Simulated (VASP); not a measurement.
Set up this calculation in VASP 6.6.1, as the native input.

```
Task                   : single point
Functional             : LDA
Potentials or basis    : VASP PAW LDA potentials, release 64 (Li_sv, F)
Cutoff                 : 520 eV
k mesh                 : 9 × 9 × 6
Occupations            : gaussian, width 0.05 eV
Spin                   : no spin polarisation
Dipole correction      : no
Further INCAR settings : ALGO = Normal; EDIFF = 1e-06; NBANDS = 18
```

The structure of LiF lies in POSCAR:

```
LiF
1.0
    2.9763339281      0.0000000000      0.0000000000
   -1.4881669640      2.5775807919      0.0000000000
    0.0000000000      0.0000000000      4.0564455106
Li F
2 2
Direct
    0.3333333333      0.6666666667      0.3839784076
    0.6666666667      0.3333333333      0.8839784076
    0.3333333333      0.6666666667      0.9910195924
    0.6666666667      0.3333333333      0.4910195924
```

This cell differs from its parent crystal: volume 7.780 Å^3 an atom, c/a of the conventional cell 1.3629.

The input as run:

INCAR

```
SYSTEM = LiF
PREC     = Accurate       ! precision mode
ENCUT    = 520            ! plane-wave cutoff, eV
EDIFF    = 1E-6           ! SCF threshold, eV
ISMEAR   = 0              ! smearing method
SIGMA    = 0.05           ! smearing width, eV
LREAL    = .FALSE.        ! projectors in reciprocal space
LASPH    = .TRUE.         ! aspherical terms in the spheres
NELM     = 100            ! most SCF steps
ALGO     = Normal         ! electronic algorithm
ISIF     = 2              ! what is computed and relaxed
LWAVE    = .FALSE.        ! write WAVECAR
LCHARG   = .FALSE.        ! write CHGCAR
NBANDS   = 18             ! bands
```

KPOINTS

```
regular mesh
0
G
  9 9 6
  0 0 0
```

Potentials or basis: VASP PAW LDA potentials, release 64 (Li_sv, F).

The run is started by

```sh
$ cat potpaw_LDA.64/Li_sv/POTCAR potpaw_LDA.64/F/POTCAR > POTCAR
$ mpirun -np 1 vasp_std > vasp.out
```

Results of the run:

- Largest force: 1.541 eV/Å
- Band gap on the k mesh: 8.69 eV, direct

Caveat: forces of over 1 eV/Å act on the atoms, so gaps and moduli don't describe the material at rest.

It took 20 s on 1 thread of Intel(R) Xeon(R) Platinum 8259CL CPU @ 2.50GHz (Skylake/Cascade Lake) (shared host), peak memory 0.13 GiB.
